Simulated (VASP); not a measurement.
# TiSi (Cmmm) in VASP: a series of runs, part 2 of 2

VASP 6.6.1. Earlier steps stand in the parts before.

## Step 3: Single point, PBEsol

This run uses another cell than the first one, of the same volume but with other edges.

Input file INCAR:

```
PREC = Accurate
ENCUT = 520
EDIFF = 1E-6
ISMEAR = 0
SIGMA = 0.15
LREAL = False
LASPH = True
NELM = 100
ALGO = Normal
ISIF = 2
LWAVE = False
LCHARG = False
GGA = PS
NBANDS = 15
```

Input file KPOINTS:

```
regular mesh
0
Gamma
  24 24 18
```

Input file POSCAR:

```
TiSi
1.0
    1.7735893227     -2.0329545789      0.0000000000
    1.7735893227      2.0329545789      0.0000000000
    0.0000000000      0.0000000000      3.9180971867
Ti Si
1 1
Direct
    0.5000000000      0.5000000000      0.0000000000
    0.0000000000      0.0000000000      0.5000000000
```

Potentials or basis: VASP PAW PBE potentials, release 64 (Ti_sv, Si).

Started as:

```sh
$ cat potpaw_PBE.64/Ti_sv/POTCAR potpaw_PBE.64/Si/POTCAR > POTCAR
$ mpirun -np 1 vasp_std > vasp.out
```

OUTCAR:

```text
PREC = Accurate
   ENCUT = 520
   EDIFF = 1E-6
   ISMEAR = 0
   LREAL = False
   LASPH = True
   NELM = 100
   ISIF = 2
   GGA = PS

 ion  position               nearest neighbor table
   1  0.500  0.500  0.000-   2 2.64   2 2.64   2 2.64   2 2.64   2 2.82   2 2.82   2 2.82   2 2.82

   2  0.000  0.000  0.500-   1 2.64   1 2.64   1 2.64   1 2.64   1 2.82   1 2.82   1 2.82   1 2.82

  LATTYP: Found a base centered orthorhombic cell.
 ALAT       =     3.5471786454
 B/A-ratio  =     1.1462374930
 C/A-ratio  =     1.1045672007

  Lattice vectors:

 A1 = (   1.7735893227,  -2.0329545789,   0.0000000000)
 A2 = (   1.7735893227,   2.0329545789,   0.0000000000)
 A3 = (   0.0000000000,   0.0000000000,   3.9180971867)

Analysis of symmetry for initial positions (statically):
=====================================================================
 Subroutine PRICEL returns:
 Original cell was already a primitive cell.

 Routine SETGRP: Setting up the symmetry group for a
 base centered orthorhombic supercell.

 Subroutine GETGRP returns: Found  8 space group operations
 (whereof  8 operations were pure point group operations)
 out of a pool of  8 trial point group operations.

The static configuration has the point symmetry D_2h.

Analysis of symmetry for dynamics (positions and initial velocities):
=====================================================================
 Subroutine PRICEL returns:
 Original cell was already a primitive cell.

 Routine SETGRP: Setting up the symmetry group for a
 base centered orthorhombic supercell.

 Subroutine GETGRP returns: Found  8 space group operations
 (whereof  8 operations were pure point group operations)
 out of a pool of  8 trial point group operations.

The dynamic configuration has the point symmetry D_2h.

 Subroutine INISYM returns: Found  8 space group operations
 (whereof  8 operations are pure point group operations),
 and found     1 'primitive' translations

----------------------------------------------------------------------------------------

                                     Primitive cell

  volume of cell :      28.2544

  direct lattice vectors                    reciprocal lattice vectors
     1.773589323 -2.032954579  0.000000000     0.281914192 -0.245947453  0.000000000
     1.773589323  2.032954579  0.000000000     0.281914192  0.245947453  0.000000000
     0.000000000  0.000000000  3.918097187     0.000000000  0.000000000  0.255225930

  length of vectors
     2.697873868  2.697873868  3.918097187     0.374119982  0.374119982  0.255225930

  position of ions in fractional coordinates (direct lattice)
     0.500000000  0.500000000  0.000000000
     0.000000000  0.000000000  0.500000000

  ion indices of the primitive-cell ions
   primitive index   ion index
                 1           1
                 2           2

----------------------------------------------------------------------------------------

 KPOINTS: regular mesh

Automatic generation of k-mesh.
 Grid dimensions read from file:
 generate k-points for:   24   24   18

 Generating k-lattice:

  Cartesian coordinates                     Fractional coordinates (reciprocal lattice)
     0.011746425 -0.010247811  0.000000000     0.041666667  0.000000000  0.000000000
     0.011746425  0.010247811  0.000000000     0.000000000  0.041666667  0.000000000
     0.000000000  0.000000000  0.014179218     0.000000000  0.000000000  0.055555556

  Length of vectors
     0.015588333  0.015588333  0.014179218

  Shift w.r.t. Gamma in fractional coordinates (k-lattice)
     0.000000000  0.000000000  0.000000000

 Subroutine IBZKPT returns following result:
 ===========================================

 Found   1570 irreducible k-points:

 Following reciprocal coordinates:
            Coordinates               Weight
  0.000000  0.000000  0.000000      1.000000
  0.041667  0.000000  0.000000      4.000000
  0.083333  0.000000  0.000000      4.000000
  0.125000  0.000000  0.000000      4.000000
  0.166667  0.000000  0.000000      4.000000
  0.208333  0.000000  0.000000      4.000000
[... 16 lines left out ...]
  0.416667  0.041667  0.000000      4.000000
  0.458333  0.041667  0.000000      4.000000
 [... further k-points ...]
   k-points           NKPTS =   1570   k-points in BZ     NKDIM =   1570   number of bands    NBANDS=     15
   number of dos      NEDOS =    301   number of ions     NIONS =      2
   total plane-waves  NPLWV =  12000
   dimension x,y,z NGX =    20 NGY =   20 NGZ =   30
   dimension x,y,z NGXF=    40 NGYF=   40 NGZF=   60
   ions per type =               1   1
   NGX,Y,Z   is equivalent  to a cutoff of  12.32, 12.32, 12.73 a.u.
   NGXF,Y,Z  is equivalent  to a cutoff of  24.65, 24.65, 25.46 a.u.
 SYSTEM =  unknown system
   PREC   = accura    normal or accurate (medium, high low for compatibility)
   ISTART =      0    job   : 0-new  1-cont  2-samecut
   ICHARG =      2    charge: 1-file 2-atom 10-const
   ISPIN  =      1    spin polarized calculation?
   LNONCOLLINEAR =      F non collinear calculations
   LSORBIT =      F    spin-orbit coupling
   LASPH  =      T    aspherical Exc in radial PAW
   ENCUT  =  520.0 eV  38.22 Ry    6.18 a.u.   5.02  5.02  7.29*2*pi/ulx,y,z
   NELM   =    100;   NELMIN=  2; NELMDL= -5     # of ELM steps
   EDIFF  = 0.1E-05   stopping-criterion for ELM
   LREAL  =      F    real-space projection
[... 7 lines left out ...]
   TEBEG  =    0.0;   TEEND  =   0.0 temperature during run
   PSTRESS=    0.0 pullay stress
   NELECT =      16.0000    total number of electrons
   NUPDOWN=      -1.0000    fix difference up-down
   EMIN   =  10.00;   EMAX   =-10.00  energy-range for DOS
   EFERMI =   0.00;   METHOD = LEGACY
   ISMEAR =     0;   SIGMA  =   0.15  broadening in eV -4-tet -1-fermi 0-gaus
   EFERMI_NEDOS =   21; number of points for ismear=-14 and -15
   IALGO  =     38    algorithm
   IMIX   =      4    mixing-type and parameters
     AMIX     =   0.40;   BMIX     =  1.00
     AMIX_MAG =   1.60;   BMIX_MAG =  1.00
  volume/ion in A,a.u.               =      14.13        95.34
  Fermi-wavevector in a.u.,A,eV,Ry     =   1.354418  2.559480 24.959197  1.834449
  Thomas-Fermi vector in A             =   2.481592
   LORBIT       =      0    0 simple, 1 ext, 2 COOP (PROOUT), +10 PAW based schemes
   GGA     = PS    functional components
   LHFCALC =     F    Hartree Fock is set to
   AEXX    =    0.0000 exact exchange contribution
   IVDW    =     0    specifies the selected vdW correction
   LEPSILON=     F    determine dielectric tensor
   LRPA    =     F    only Hartree local field effects (RPA)
 non-spin polarized calculation
 Gauss-broadening in eV      SIGMA  =   0.15
  energy-cutoff  :      520.00
  volume of cell :       28.25
 maximum number of plane-waves:       782
   NGX = 11   NGY = 11   NGZ = 15

 number of electron      15.9999998 magnetization

 Free energy of the ion-electron system (eV)
  ---------------------------------------------------
  ext. energy  EPLUGINS =         0.00000000
  ---------------------------------------------------
  free energy    TOTEN  =       -15.31569725 eV

  energy without entropy =      -15.30375870  energy(sigma->0) =      -15.30972798

 E-fermi :  10.5224     XC(G=0): -11.9953

 val. band max:       10.5211279410   @ k =  -0.4583   0.2917   0.1111
 cond. band min:      10.5253263837   @ k =   0.3750   0.2083   0.3333
 fundamental gap:      0.0041984427
 Fermi energy:        10.5223627069

 k-point     1 :       0.0000    0.0000    0.0000
  band No.  band energies     occupation
      1     -45.8977      2.00000
      2     -22.4286      2.00000
      3     -21.8971      2.00000
      4     -21.7769      2.00000
      5      -1.5818      2.00000
      6       7.8087      2.00000
      7       8.1700      2.00000
      8       9.2851      2.00000
      9      12.4174      0.00000
     10      13.0095      0.00000
     11      13.8232      0.00000
     12      16.4249      0.00000
     13      16.4786      0.00000
     14      17.2069      0.00000
     15      18.9240      0.00000
[... 397 lines left out ...]
 k-point    24 :       0.4583    0.0417    0.0000
  band No.  band energies     occupation
      1     -45.7951      2.00000
      2     -22.5707      2.00000
      3     -22.3281      2.00000
      4     -21.7951      2.00000
      5       2.6247      2.00000
      6       4.3256      2.00000
      7       7.2874      2.00000
      8       9.6336      2.00000
      9      12.3348      0.00000
     10      12.9028      0.00000
     11      14.6245      0.00000
     12      15.3130      0.00000
     13      15.4997      0.00000
     14      17.7537      0.00000
     15      18.8762      0.00000

 [... further k-points ...]
[... 5 lines left out ...]
  --------------------------------------------------------------------------------------
  -------------------------------------------------------------------------------------
  Total        0.2806974      0.2081572     -0.8703348     -0.0000000      0.0000000      0.0000000
  in kB       15.9170664     11.8036456    -49.3527061     -0.0000000      0.0000000      0.0000000
  external PRESSURE =      -7.2106647 kB  Pullay stress =       0.0000000 kB

 VOLUME and BASIS-vectors are now :
 -----------------------------------------------------------------------------
  energy-cutoff  :      520.00
  volume of cell :       28.25
      direct lattice vectors                 reciprocal lattice vectors
     1.773589323 -2.032954579  0.000000000     0.281914192 -0.245947453  0.000000000
     1.773589323  2.032954579  0.000000000     0.281914192  0.245947453  0.000000000
     0.000000000  0.000000000  3.918097187     0.000000000  0.000000000  0.255225930

 POSITION                                       TOTAL-FORCE (eV/Angst)
 -----------------------------------------------------------------------------------
      1.77359      0.00000      0.00000         0.000000      0.000000      0.000000
      0.00000      0.00000      1.95905        -0.000000      0.000000      0.000000
 -----------------------------------------------------------------------------------
    total drift:                                0.000000      0.000000     -0.000000

  FREE ENERGIE OF THE ION-ELECTRON SYSTEM (eV)
  ---------------------------------------------------
  free  energy   TOTEN  =       -15.3156972535 eV

  energy  without entropy=      -15.3037586997  energy(sigma->0) =      -15.30972798
```

OSZICAR:

```text
N       E                     dE             d eps       ncg     rms          rms(c)
DAV:   1     0.118207788126E+03    0.11821E+03   -0.80540E+03 47202   0.120E+03
DAV:   2    -0.667746764644E+01   -0.12489E+03   -0.11938E+03 49816   0.319E+02
DAV:   3    -0.163081158404E+02   -0.96306E+01   -0.93803E+01 81928   0.748E+01
DAV:   4    -0.167721879139E+02   -0.46407E+00   -0.46328E+00 52085   0.135E+01
DAV:   5    -0.167874001977E+02   -0.15212E-01   -0.15210E-01 66059   0.226E+00    0.120E+01
DAV:   6    -0.155250389727E+02    0.12624E+01   -0.41289E+00 55975   0.293E+01    0.403E+00
DAV:   7    -0.153363405355E+02    0.18870E+00   -0.46378E-01 53999   0.933E+00    0.303E+00
DAV:   8    -0.153179316240E+02    0.18409E-01   -0.14143E-01 57901   0.400E+00    0.686E-01
DAV:   9    -0.153154510723E+02    0.24806E-02   -0.20892E-02 53183   0.202E+00    0.387E-01
DAV:  10    -0.153157387717E+02   -0.28770E-03   -0.25819E-03 63507   0.583E-01    0.861E-02
DAV:  11    -0.153156988606E+02    0.39911E-04   -0.28824E-04 55257   0.144E-01    0.518E-02
DAV:  12    -0.153156979806E+02    0.87999E-06   -0.13994E-05 56150   0.379E-02    0.218E-02
DAV:  13    -0.153156972535E+02    0.72709E-06   -0.24328E-06 50110   0.154E-02
   1 F= -.15315697E+02 E0= -.15309728E+02  d E =-.119386E-01
```

It took 3.4 min on 1 thread of Intel Xeon 6975P-C (Granite Rapids), shared host; peak memory 0.71 GiB.

What came out:

```yaml
Free_energy: -15.3157 eV
Pressure: -0.7 GPa
Band_gap_on_the_k_mesh: zero (bands 8 and 9 overlap by 1.91 eV)
```

Caveat: the stress differs along the axes, from -5 to 2 GPa; the PAW data sets were made with another functional, which shifts forces and pressure a little.
